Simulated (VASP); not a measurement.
# Sr (Fm-3m) in VASP: further runs

Sr is run at these levels: PBE; tasks: single point.

All numbers are computed with VASP 6.6.1; they aren't measurements. Logs are shortened: lines on timing, memory, paths and dates and some standing lists are left out, and cuts for length are marked.

**1. The cell of the first run**

The structure is cubic, space group Fm-3m (No. 225). Conventional cell: a = 5.780 Å, b = 5.780 Å, c = 5.780 Å, α = 90.00°, β = 90.00°, γ = 90.00°. Sr (site symmetry m-3m) has 12 Sr at 4.09 Å within 5.4 Å.

**2. Single point, PBE (strain -0.050 along x and y, -0.050 along z)**

The input, INCAR:

```
PREC = Accurate
ENCUT = 520
EDIFF = 1E-6
ISMEAR = 0
SIGMA = 0.15
LREAL = F
LASPH = T
NELM = 100
ALGO = Normal
ISIF = 2
LWAVE = F
LCHARG = F
GGA = PE
NBANDS = 11
```

The input, KPOINTS:

```
Automatic mesh
0
Gamma
  14 14 14
```

The input, POSCAR:

```
Sr
1.0
    0.0000000000      2.8902325000      2.8902325000
    2.8902325000      0.0000000000      2.8902325000
    2.8902325000      2.8902325000      0.0000000000
Sr
1
Direct
    0.0000000000      0.0000000000      0.0000000000
```

Potentials or basis: VASP PAW PBE potentials, release 64 (Sr_sv).

The run is started by

```
> cat potpaw_PBE.64/Sr_sv/POTCAR > POTCAR
> mpirun -np 1 vasp_std > vasp.out
```

OUTCAR:

```text
PREC = Accurate
   ENCUT = 520
   EDIFF = 1E-6
   ISMEAR = 0
   LREAL = F
   LASPH = T
   NELM = 100
   ISIF = 2
   GGA = PE

 ion  position               nearest neighbor table
   1  0.000  0.000  0.000-

  LATTYP: Found a face centered cubic cell.
 ALAT       =     5.7804650000

  Lattice vectors:

 A1 = (   0.0000000000,   2.8902325000,   2.8902325000)
 A2 = (   2.8902325000,   0.0000000000,   2.8902325000)
 A3 = (   2.8902325000,   2.8902325000,   0.0000000000)

Analysis of symmetry for initial positions (statically):
=====================================================================
 Subroutine PRICEL returns:
 Original cell was already a primitive cell.

 Routine SETGRP: Setting up the symmetry group for a
 face centered cubic supercell.

 Subroutine GETGRP returns: Found 48 space group operations
 (whereof 48 operations were pure point group operations)
 out of a pool of 48 trial point group operations.

The static configuration has the point symmetry O_h .

Analysis of symmetry for dynamics (positions and initial velocities):
=====================================================================
 Subroutine PRICEL returns:
 Original cell was already a primitive cell.

 Routine SETGRP: Setting up the symmetry group for a
 face centered cubic supercell.

 Subroutine GETGRP returns: Found 48 space group operations
 (whereof 48 operations were pure point group operations)
 out of a pool of 48 trial point group operations.

The dynamic configuration has the point symmetry O_h .

 Subroutine INISYM returns: Found 48 space group operations
 (whereof 48 operations are pure point group operations),
 and found     1 'primitive' translations

----------------------------------------------------------------------------------------

                                     Primitive cell

  volume of cell :      48.2868

  direct lattice vectors                    reciprocal lattice vectors
     0.000000000  2.890232500  2.890232500    -0.172996463  0.172996463  0.172996463
     2.890232500  0.000000000  2.890232500     0.172996463 -0.172996463  0.172996463
     2.890232500  2.890232500  0.000000000     0.172996463  0.172996463 -0.172996463

  length of vectors
     4.087406000  4.087406000  4.087406000     0.299638664  0.299638664  0.299638664

  position of ions in fractional coordinates (direct lattice)
     0.000000000  0.000000000  0.000000000

  ion indices of the primitive-cell ions
   primitive index   ion index
                 1           1

----------------------------------------------------------------------------------------

 KPOINTS: Automatic mesh

Automatic generation of k-mesh.
 Grid dimensions read from file:
 generate k-points for:   14   14   14

 Generating k-lattice:

  Cartesian coordinates                     Fractional coordinates (reciprocal lattice)
    -0.012356890  0.012356890  0.012356890     0.071428571  0.000000000  0.000000000
     0.012356890 -0.012356890  0.012356890     0.000000000  0.071428571  0.000000000
     0.012356890  0.012356890 -0.012356890     0.000000000  0.000000000  0.071428571

  Length of vectors
     0.021402762  0.021402762  0.021402762

  Shift w.r.t. Gamma in fractional coordinates (k-lattice)
     0.000000000  0.000000000  0.000000000

 Subroutine IBZKPT returns following result:
 ===========================================

 Found    104 irreducible k-points:

 Following reciprocal coordinates:
            Coordinates               Weight
  0.000000  0.000000  0.000000      1.000000
  0.071429  0.000000  0.000000      8.000000
  0.142857  0.000000  0.000000      8.000000
  0.214286  0.000000  0.000000      8.000000
  0.285714  0.000000  0.000000      8.000000
  0.357143  0.000000  0.000000      8.000000
[... 16 lines left out ...]
  0.214286  0.142857  0.000000     24.000000
  0.285714  0.142857  0.000000     24.000000
 [... further k-points ...]
   k-points           NKPTS =    104   k-points in BZ     NKDIM =    104   number of bands    NBANDS=     11
   number of dos      NEDOS =    301   number of ions     NIONS =      1
   total plane-waves  NPLWV =  27000
   dimension x,y,z NGX =    30 NGY =   30 NGZ =   30
   dimension x,y,z NGXF=    60 NGYF=   60 NGZF=   60
   ions per type =               1
   NGX,Y,Z   is equivalent  to a cutoff of  12.20, 12.20, 12.20 a.u.
   NGXF,Y,Z  is equivalent  to a cutoff of  24.40, 24.40, 24.40 a.u.
 SYSTEM =  unknown system
   PREC   = accura    normal or accurate (medium, high low for compatibility)
   ISTART =      0    job   : 0-new  1-cont  2-samecut
   ICHARG =      2    charge: 1-file 2-atom 10-const
   ISPIN  =      1    spin polarized calculation?
   LNONCOLLINEAR =      F non collinear calculations
   LSORBIT =      F    spin-orbit coupling
   LASPH  =      T    aspherical Exc in radial PAW
   ENCUT  =  520.0 eV  38.22 Ry    6.18 a.u.   7.60  7.60  7.60*2*pi/ulx,y,z
   NELM   =    100;   NELMIN=  2; NELMDL= -5     # of ELM steps
   EDIFF  = 0.1E-05   stopping-criterion for ELM
   LREAL  =      F    real-space projection
   EDIFFG = 0.1E-04   stopping-criterion for IOM
   NSW    =      0    number of steps for IOM
   IBRION =     -1    ionic relax: 0-MD 1-quasi-New 2-CG
   NFREE  =      0    steps in history (QN), initial steepest desc. (CG)
   ISIF   =      2    stress and relaxation
   ISYM   =      2    0-nonsym 1-usesym 2-fastsym
   POTIM  = 0.5000    time-step for ionic-motion
   TEBEG  =    0.0;   TEEND  =   0.0 temperature during run
   PSTRESS=    0.0 pullay stress
   NELECT =      10.0000    total number of electrons
   NUPDOWN=      -1.0000    fix difference up-down
   EMIN   =  10.00;   EMAX   =-10.00  energy-range for DOS
   EFERMI =   0.00;   METHOD = LEGACY
   ISMEAR =     0;   SIGMA  =   0.15  broadening in eV -4-tet -1-fermi 0-gaus
   EFERMI_NEDOS =   21; number of points for ismear=-14 and -15
   IALGO  =     38    algorithm
   IMIX   =      4    mixing-type and parameters
     AMIX     =   0.40;   BMIX     =  1.00
     AMIX_MAG =   1.60;   BMIX_MAG =  1.00
  volume/ion in A,a.u.               =      48.29       325.86
  Fermi-wavevector in a.u.,A,eV,Ry     =   0.968572  1.830336 12.764065  0.938132
  Thomas-Fermi vector in A             =   2.098553
   LORBIT       =      0    0 simple, 1 ext, 2 COOP (PROOUT), +10 PAW based schemes
   GGA     = PE    functional components
   LHFCALC =     F    Hartree Fock is set to
   AEXX    =    0.0000 exact exchange contribution
   IVDW    =     0    specifies the selected vdW correction
   LEPSILON=     F    determine dielectric tensor
   LRPA    =     F    only Hartree local field effects (RPA)
 non-spin polarized calculation
 Gauss-broadening in eV      SIGMA  =   0.15
  energy-cutoff  :      520.00
  volume of cell :       48.29
 maximum number of plane-waves:      1317
   NGX = 15   NGY = 15   NGZ = 15

 number of electron      10.0000000 magnetization

 Free energy of the ion-electron system (eV)
  ---------------------------------------------------
  ext. energy  EPLUGINS =         0.00000000
  ---------------------------------------------------
  free energy    TOTEN  =        -1.61003315 eV

  energy without entropy =       -1.59973649  energy(sigma->0) =       -1.60488482

 E-fermi :   2.0710     XC(G=0):  -7.7551

 val. band max:        2.0379101195   @ k =  -0.2857   0.4286   0.2143
 cond. band min:       2.1146752397   @ k =  -0.3571   0.2857   0.1429
 fundamental gap:      0.0767651202
 Fermi energy:         2.0710408784

 k-point     1 :       0.0000    0.0000    0.0000
  band No.  band energies     occupation
      1     -34.3227      2.00000
      2     -16.1793      2.00000
      3     -16.1793      2.00000
      4     -16.1793      2.00000
      5      -1.7850      2.00000
      6       4.5340      0.00000
      7       4.5340      0.00000
      8       4.5340      0.00000
      9       6.2195      0.00000
     10       6.2195      0.00000
     11       9.5680      0.00000

 k-point     2 :       0.0714    0.0000    0.0000
  band No.  band energies     occupation
      1     -34.3214      2.00000
      2     -16.1953      2.00000
      3     -16.1814      2.00000
      4     -16.1814      2.00000
      5      -1.6912      2.00000
      6       4.3866      0.00000
      7       4.5798      0.00000
      8       4.5798      0.00000
      9       6.1543      0.00000
     10       6.1543      0.00000
     11       9.8176      0.00000

 k-point     3 :       0.1429    0.0000    0.0000
  band No.  band energies     occupation
      1     -34.3179      2.00000
      2     -16.2396      2.00000
      3     -16.1871      2.00000
      4     -16.1871      2.00000
      5      -1.4180      2.00000
      6       4.0250      0.00000
      7       4.6833      0.00000
      8       4.6833      0.00000
      9       6.0333      0.00000
     10       6.0333      0.00000
     11      10.2612      0.00000

 k-point     4 :       0.2143    0.0000    0.0000
  band No.  band energies     occupation
      1     -34.3127      2.00000
      2     -16.3026      2.00000
      3     -16.1954      2.00000
      4     -16.1954      2.00000
      5      -0.9902      2.00000
      6       3.5858      0.00000
      7       4.7335      0.00000
      8       4.7335      0.00000
      9       6.0447      0.00000
     10       6.0447      0.00000
     11       9.7173      0.00000
[... 239 lines left out ...]
 k-point    22 :       0.1429    0.1429    0.0000
  band No.  band energies     occupation
      1     -34.3163      2.00000
      2     -16.2380      2.00000
      3     -16.2004      2.00000
      4     -16.2004      2.00000
      5      -1.2972      2.00000
      6       3.8919      0.00000
      7       4.7914      0.00000
      8       4.7914      0.00000
      9       5.3839      0.00000
     10       6.4121      0.00000
     11      10.7779      0.00000

 k-point    23 :       0.2143    0.1429    0.0000
  band No.  band energies     occupation
      1     -34.3124      2.00000
      2     -16.2788      2.00000
      3     -16.2108      2.00000
      4     -16.2083      2.00000
      5      -0.9816      2.00000
      6       3.5967      0.00000
      7       4.7606      0.00000
      8       4.9166      0.00000
      9       5.2434      0.00000
     10       6.5029      0.00000
     11      10.8734      0.00000

 k-point    24 :       0.2857    0.1429    0.0000
  band No.  band energies     occupation
      1     -34.3074      2.00000
      2     -16.3349      2.00000
      3     -16.2211      2.00000
      4     -16.2180      2.00000
      5      -0.5269      2.00000
      6       3.2660      0.00000
      7       4.4123      0.00000
      8       4.9587      0.00000
      9       5.5791      0.00000
     10       6.6925      0.00000
     11      10.1831      0.00000

 [... further k-points ...]
[... 5 lines left out ...]
  --------------------------------------------------------------------------------------
  -------------------------------------------------------------------------------------
  Total        0.5618629      0.5618629      0.5618629      0.0000000      0.0000000     -0.0000000
  in kB       18.6428617     18.6428617     18.6428617      0.0000000      0.0000000     -0.0000000
  external PRESSURE =      18.6428617 kB  Pullay stress =       0.0000000 kB

 VOLUME and BASIS-vectors are now :
 -----------------------------------------------------------------------------
  energy-cutoff  :      520.00
  volume of cell :       48.29
      direct lattice vectors                 reciprocal lattice vectors
     0.000000000  2.890232500  2.890232500    -0.172996463  0.172996463  0.172996463
     2.890232500  0.000000000  2.890232500     0.172996463 -0.172996463  0.172996463
     2.890232500  2.890232500  0.000000000     0.172996463  0.172996463 -0.172996463

 POSITION                                       TOTAL-FORCE (eV/Angst)
 -----------------------------------------------------------------------------------
      0.00000      0.00000      0.00000        -0.000000      0.000000      0.000000
 -----------------------------------------------------------------------------------
    total drift:                               -0.000000     -0.000000      0.000000

  FREE ENERGIE OF THE ION-ELECTRON SYSTEM (eV)
  ---------------------------------------------------
  free  energy   TOTEN  =        -1.6100331455 eV

  energy  without entropy=       -1.5997364939  energy(sigma->0) =       -1.60488482
```

Run time: 39 s. Hardware: 1 thread of Intel Xeon Platinum 8259CL at 2.50GHz (Skylake/Cascade Lake), shared host; peak memory 0.2 GiB.

What came out:

| Quantity | Value |
| --- | --- |
| Free energy | -1.6100 eV |
| Pressure | 1.9 GPa |
| Band gap on the k mesh | 0.08 eV, indirect (least direct gap 0.20 eV) |

Levels at points of the mesh, in eV from the valence-band top:
```csv
k point,band 3,band 4,band 5,band 6,band 7,band 8
"(0.00, 0.00, 0.00)",-18.22,-18.22,-3.82,2.50,2.50,2.50
"(0.50, 0.00, 0.00)",-18.26,-18.26,-1.17,0.27,2.31,2.31
"(0.50, 0.50, 0.00)",-18.33,-18.33,-0.78,0.24,1.40,5.40
```

Caveat: the cell differs from its parent crystal (strain -0.050 along x and y, -0.050 along z).

**3. Single point, PBE (strain -0.025 along x and y, -0.025 along z)**

The input, INCAR:

```
ALGO = Normal
EDIFF = 1E-6
ENCUT = 520
GGA = PE
ISIF = 2
ISMEAR = 0
LASPH = T
LCHARG = F
LREAL = F
LWAVE = F
NBANDS = 11
NELM = 100
PREC = Accurate
SIGMA = 0.15
```

The input, KPOINTS:

```
k-points
0
Gamma
  14 14 14
```

The input, POSCAR:

```
Sr
1.0
    0.0000000000      2.9662912500      2.9662912500
    2.9662912500      0.0000000000      2.9662912500
    2.9662912500      2.9662912500      0.0000000000
Sr
1
Direct
    0.0000000000      0.0000000000      0.0000000000
```

Potentials or basis: VASP PAW PBE potentials, release 64 (Sr_sv).

The run is started by

```
> cat potpaw_PBE.64/Sr_sv/POTCAR > POTCAR
> mpirun -np 1 vasp_std > vasp.out
```

It took 31 s on 1 thread of Intel Xeon Platinum 8259CL at 2.50GHz (Skylake/Cascade Lake), shared host; peak memory 0.21 GiB.

Results (log left out):

* Free energy: -1.6400 eV
* Pressure: 0.6 GPa

Levels at points of the mesh, in eV from the Fermi level:
| k point | band 1 | band 2 | band 3 | band 4 | band 5 | band 6 | band 7 | band 8 | band 9 | band 10 |
| --- | --- | --- | --- | --- | --- | --- | --- | --- | --- | --- |
| (0.00, 0.00, 0.00) | -36.53 | -18.41 | -18.41 | -18.41 | -3.73 | 2.39 | 2.39 | 2.39 | 3.94 | 3.94 |
| (0.50, 0.00, 0.00) | -36.51 | -18.64 | -18.44 | -18.44 | -1.15 | 0.12 | 2.22 | 2.22 | 5.05 | 5.05 |
| (0.50, 0.50, 0.00) | -36.51 | -18.63 | -18.49 | -18.49 | -0.71 | 0.29 | 1.17 | 5.05 | 5.37 | 5.37 |

Caveat: the cell differs from its parent crystal (strain -0.025 along x and y, -0.025 along z).
